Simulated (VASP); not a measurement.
# TiO2 (P4_2/nmc) in VASP: notebook, part 2 of 2

VASP 6.6.1. Earlier steps stand in the parts before.

## Step 4: Relaxation of cell and atoms, PBE

This run uses another cell than the first one, of 10.35 Å³/atom.

INCAR

```
SYSTEM = TiO2
ALGO     = Normal         ! electronic algorithm
EDIFF    = 1E-6           ! SCF threshold, eV
EDIFFG   = -0.05          ! ionic threshold
ENCUT    = 600            ! plane-wave cutoff, eV
GGA      = PE             ! functional
IBRION   = 2              ! ionic algorithm
ISIF     = 3              ! what is computed and relaxed
ISMEAR   = 0              ! smearing method
LASPH    = .True.         ! aspherical terms in the spheres
LCHARG   = .False.        ! write CHGCAR
LREAL    = .False.        ! projectors in reciprocal space
LWAVE    = .False.        ! write WAVECAR
NELM     = 80             ! most SCF steps
NSW      = 80             ! ionic steps
PREC     = Accurate       ! precision mode
SIGMA    = 0.1            ! smearing width, eV
```

KPOINTS

```
k-points
0
Gamma
  6 6 4
  0 0 0
```

POSCAR

```
TiO2
1.0
    3.4906288206      0.0000000000      0.0000000000
    0.0000000000      3.4906288206      0.0000000000
    0.0000000000      0.0000000000      5.0979471163
Ti O
2 4
Direct
    0.5000000000      0.5000000000      0.5000000000
    0.0000000000      0.0000000000      0.0000000000
    0.0000000000      0.5000000000      0.6932521158
    0.5000000000      0.0000000000      0.8067478842
    0.5000000000      0.0000000000      0.3067478842
    0.0000000000      0.5000000000      0.1932521158
```

Potentials or basis: VASP PAW PBE potentials, release 64 (Ti_sv, O).

The run is started by

```
$ cat potpaw_PBE.64/Ti_sv/POTCAR potpaw_PBE.64/O/POTCAR > POTCAR
$ mpirun -np 1 vasp_std > vasp.out
```

OUTCAR:

```text
SYSTEM = TiO2
   EDIFF = 1E-6
   EDIFFG = -0.05
   ENCUT = 600
   GGA = PE
   IBRION = 2
   ISIF = 3
   ISMEAR = 0
   LASPH = .True.
   LREAL = .False.
   NELM = 80
   NSW = 80
   PREC = Accurate

 ion  position               nearest neighbor table
   1  0.500  0.500  0.500-   3 2.00   5 2.00   5 2.00   3 2.00   4 2.34   4 2.34   6 2.34   6 2.34

   2  0.000  0.000  0.000-   4 2.00   6 2.00   6 2.00   4 2.00   3 2.34   5 2.34   3 2.34   5 2.34

   3  0.000  0.500  0.693-   1 2.00   1 2.00   2 2.34   2 2.34
   4  0.500  0.000  0.807-   2 2.00   2 2.00   1 2.34   1 2.34
   5  0.500  0.000  0.307-   1 2.00   1 2.00   2 2.34   2 2.34
   6  0.000  0.500  0.193-   2 2.00   2 2.00   1 2.34   1 2.34

  LATTYP: Found a simple tetragonal cell.
 ALAT       =     3.4906288206
 C/A-ratio  =     1.4604666890

  Lattice vectors:

[... 393 lines left out ...]

 Free energy of the ion-electron system (eV)
  ---------------------------------------------------
  ext. energy  EPLUGINS =         0.00000000
  ---------------------------------------------------
  free energy    TOTEN  =       -53.04278061 eV

  energy without entropy =      -53.04278061  energy(sigma->0) =      -53.04278061

 E-fermi :   5.5246     XC(G=0): -11.6406

 val. band max:        5.0102531186   @ k =   0.0000   0.0000   0.5000
 cond. band min:       7.4890109267   @ k =   0.0000   0.0000   0.0000
 fundamental gap:      2.4787578082
 Fermi energy:         5.5246038658

 k-point     1 :       0.0000    0.0000    0.0000
  band No.  band energies     occupation
      1     -51.5188      2.00000
      2     -51.5046      2.00000
      3     -27.8990      2.00000
      4     -27.7527      2.00000
      5     -27.6809      2.00000
      6     -27.6809      2.00000
[... 733 lines left out ...]
     27       8.4339      0.00000
     28       8.4339      0.00000

 [... further k-points ...]
[... 5 lines left out ...]
  --------------------------------------------------------------------------------------
  -------------------------------------------------------------------------------------
  Total       -0.1060028     -0.1060028      0.1643637      0.0000000      0.0000000      0.0000000
  in kB       -2.7897707     -2.7897707      4.3257068      0.0000000      0.0000000      0.0000000
  external PRESSURE =      -0.4179449 kB  Pullay stress =       0.0000000 kB
[... 21 lines left out ...]
  FREE ENERGIE OF THE ION-ELECTRON SYSTEM (eV)
  ---------------------------------------------------
  free  energy   TOTEN  =       -53.0427806054 eV

  energy  without entropy=      -53.0427806054  energy(sigma->0) =      -53.04278061

 reached required accuracy - stopping structural energy minimisation
```

OSZICAR:

```text
N       E                     dE             d eps       ncg     rms          rms(c)
DAV:   1     0.700112874073E+03    0.70011E+03   -0.27100E+04  1680   0.222E+03
[... 111 lines left out ...]
DAV:   1    -0.530645637769E+02   -0.31620E-01   -0.28547E+00  1780   0.175E+01    0.138E+00
DAV:   2    -0.530531502771E+02    0.11413E-01   -0.11650E-01  1752   0.294E+00    0.819E-01
DAV:   3    -0.530431990377E+02    0.99512E-02   -0.21285E-02  2200   0.145E+00    0.193E-01
DAV:   4    -0.530428099107E+02    0.38913E-03   -0.55141E-03  2384   0.614E-01    0.657E-02
DAV:   5    -0.530427824562E+02    0.27455E-04   -0.26906E-04  2236   0.162E-01    0.344E-02
DAV:   6    -0.530427804531E+02    0.20030E-05   -0.40733E-05  2256   0.576E-02    0.642E-03
DAV:   7    -0.530427806054E+02   -0.15221E-06   -0.59267E-06  1640   0.221E-02
  10 F= -.53042781E+02 E0= -.53042781E+02  d E =-.983590E-02
```

It took 11 min on 1 thread of Intel Xeon 8259CL, shared host; peak memory 0.22 GiB.

Results:

| Quantity | Value |
| --- | --- |
| Free energy | -53.0428 eV |
| Relaxed volume | 10.15 Å³/atom |
| Relaxed cell | a = 3.395 Å, b = 3.395 Å, c = 5.281 Å, α = 90.00°, β = 90.00°, γ = 90.00° |
| Space group after relaxing (to 0.1 Å) | P4_2/nmc (No. 137) |
| Energy gained by relaxing | 80.3 meV/atom |
| Ionic steps | 10 |
| Pressure after relaxing | 0.0 GPa |
| Largest force after relaxing | 0.010 eV/Å |
| Band gap on the k mesh | 2.48 eV (least direct gap 2.50 eV) |

Forces on the atoms (eV/Å):
```
Ti   0.000  0.000  0.000
Ti   0.000  0.000  0.000
O    0.000  0.000 -0.010
O    0.000  0.000  0.010
O    0.000  0.000  0.010
O    0.000  0.000 -0.010
```

Stress tensor (GPa, compression positive):
```
-0.28  0.00  0.00
 0.00 -0.28  0.00
 0.00  0.00  0.43
```

The path:
| step | energy change (eV) | largest force (eV/Å) | pressure (GPa) | volume (Å³) |
| --- | --- | --- | --- | --- |
| 1 | 0.0000 | 0.8801 | -15.38 | 62.12 |
| 2 | -0.0124 | 0.0881 | 23.80 | 53.60 |
| 3 | -0.2824 | 0.5552 | 1.58 | 57.57 |
| 4 | -0.2824 | 0.5467 | 1.94 | 57.48 |
| 5 | -0.3418 | 0.4330 | 2.03 | 57.83 |
| 6 | -0.4430 | 0.0123 | 3.34 | 58.86 |
| 7 | -0.4471 | 0.1573 | 4.05 | 59.15 |
| 8 | -0.4687 | 0.0375 | -2.97 | 61.55 |
| 9 | -0.4720 | 0.0169 | -1.16 | 60.89 |
| 10 | -0.4818 | 0.0101 | -0.04 | 60.88 |

Final structure:
```
Ti O
1.0
     3.39536    0.00000    0.00000
     0.00000    3.39536    0.00000
     0.00000    0.00000    5.28064
Ti O
2 4
Direct
  0.50000 0.50000 0.50000
  0.00000 0.00000 0.00000
  0.00000 0.50000 0.66035
  0.50000 0.00000 0.83965
  0.50000 0.00000 0.33965
  0.00000 0.50000 0.16035
```

Levels at points of the mesh, in eV from the valence-band top:
| k point | band 22 | band 23 | band 24 | band 25 | band 26 | band 27 |
| --- | --- | --- | --- | --- | --- | --- |
| (0.00, 0.00, 0.00) | -0.45 | -0.02 | -0.02 | 2.48 | 2.87 | 3.31 |
| (0.50, 0.00, 0.00) | -1.29 | -0.36 | -0.36 | 2.84 | 2.84 | 3.72 |
| (0.50, 0.50, 0.00) | -1.04 | -0.58 | -0.58 | 2.71 | 2.71 | 3.33 |
| (0.00, 0.00, 0.50) | -1.57 | 0.00 | 0.00 | 2.67 | 2.67 | 3.81 |
| (0.50, 0.00, 0.50) | -1.80 | -0.63 | -0.63 | 2.73 | 2.73 | 3.42 |
| (0.50, 0.50, 0.50) | -1.99 | -0.38 | -0.38 | 3.06 | 3.06 | 3.61 |

A k mesh can miss the band edges.

## Step 5: Single point, PBE, collinear spin

This run uses another cell than the first one, of 10.35 Å³/atom.

INCAR

```
ALGO = Normal
EDIFF = 1E-6
ENCUT = 520
GGA = PE
ISIF = 2
ISMEAR = 0
ISPIN = 2
LASPH = True
LCHARG = False
LMAXMIX = 4
LORBIT = 11
LREAL = False
LWAVE = False
MAGMOM = 1 1 0 0 0 0
NBANDS = 37
NELM = 150
PREC = Accurate
SIGMA = 0.1
```

KPOINTS

```
k-points
0
Gamma
  6 6 4
```

POSCAR is that of step 4.

The run is started by

```
$ cat potpaw_PBE.64/Ti_sv/POTCAR potpaw_PBE.64/O/POTCAR > POTCAR
$ mpirun -np 1 vasp_std > vasp.out
```

It took 5.4 min on 1 thread of Intel Xeon 8259CL, shared host; peak memory 0.26 GiB.

The run converged. Its results:

```
Free energy                                           : -52.5533 eV
Pressure                                              : -15.2 GPa
Largest force                                         : 0.880 eV/Å
Band gap on the k mesh                                : 1.89 eV (least direct gap 1.96 eV)
Net moment                                            : 0.00 μB per cell
Valence electrons inside the program's atomic spheres : Ti 10.00; O 5.02
```

Forces in eV/Å, atoms in the order of the input:
```
Ti   0.000  0.000  0.000
Ti   0.000  0.000  0.000
O    0.000  0.000 -0.880
O    0.000  0.000  0.880
O    0.000  0.000  0.880
O    0.000  0.000 -0.880
```

Stress tensor (GPa, compression positive):
```
-16.80   0.00   0.00
  0.00 -16.80   0.00
  0.00   0.00 -12.06
```

Levels at points of the mesh, in eV from the valence-band top:
Spin up:
```tsv
k point	band 22	band 23	band 24	band 25	band 26	band 27
(0.00, 0.00, 0.00)	-0.32	-0.06	-0.06	1.89	2.38	2.54
(0.50, 0.00, 0.00)	-1.59	-0.35	-0.35	2.17	2.17	2.86
(0.50, 0.50, 0.00)	-0.99	-0.71	-0.71	2.32	2.32	3.14
(0.00, 0.00, 0.50)	-1.31	0.00	0.00	2.13	2.13	2.84
(0.50, 0.00, 0.50)	-1.79	-1.08	-1.08	2.14	2.14	2.43
(0.50, 0.50, 0.50)	-1.77	-0.13	-0.13	2.55	2.55	3.17
```
Spin down:
```tsv
k point	band 21	band 22	band 23	band 24	band 25	band 26	band 27	band 28
(0.00, 0.00, 0.00)	-0.98	-0.32	-0.06	-0.06	1.89	2.38	2.54	3.22
(0.50, 0.00, 0.00)	-1.59	-1.59	-0.35	-0.35	2.17	2.17	2.86	2.86
(0.50, 0.50, 0.00)	-0.99	-0.99	-0.71	-0.71	2.32	2.32	3.14	3.14
(0.00, 0.00, 0.50)	-1.31	-1.31	0.00	0.00	2.13	2.13	2.84	2.84
(0.50, 0.00, 0.50)	-1.79	-1.79	-1.08	-1.08	2.14	2.14	2.43	2.43
(0.50, 0.50, 0.50)	-1.77	-1.77	-0.13	-0.13	2.55	2.55	3.17	3.17
```

Caveat: the cell stands under tension. A k mesh can miss the band edges.

## Step 6: Summary

| task | spin | cell | k mesh | cutoff (eV) | smearing | gap on the mesh (eV) | pressure (GPa) | largest force (eV/Å) |
| --- | --- | --- | --- | --- | --- | --- | --- | --- |
| single point | off | a = 3.392, b = 3.392, c = 5.311 Å, 6 atoms, atomic positions A | 6 × 6 × 4 | 520 | gaussian 0.1 eV | 2.52 | 0.7 | 0.06 |
| single point | off | a = 3.389, b = 3.389, c = 5.341 Å, 6 atoms, atomic positions B | 8 × 8 × 4 | 520 | gaussian 0.02 eV | 2.55 | 0.8 | 0.06 |
| relaxation of cell and atoms | off | relaxed from a = 3.491, b = 3.491, c = 5.098 Å, 6 atoms, atomic positions C | 6 × 6 × 4 | 600 | gaussian 0.1 eV | 2.48 | 0.0 | 0.01 |
| single point | collinear | a = 3.491, b = 3.491, c = 5.098 Å, 6 atoms, atomic positions C | 6 × 6 × 4 | 520 | gaussian 0.1 eV | 1.89 | -15.2 | 0.88 |

Alike in all rows: level PBE; potentials or basis VASP PAW PBE potentials, release 64 (Ti_sv, O).

Caveats: the cell stands under tension (at least some runs).

Absolute energies hang on the potentials; compare differences alone.
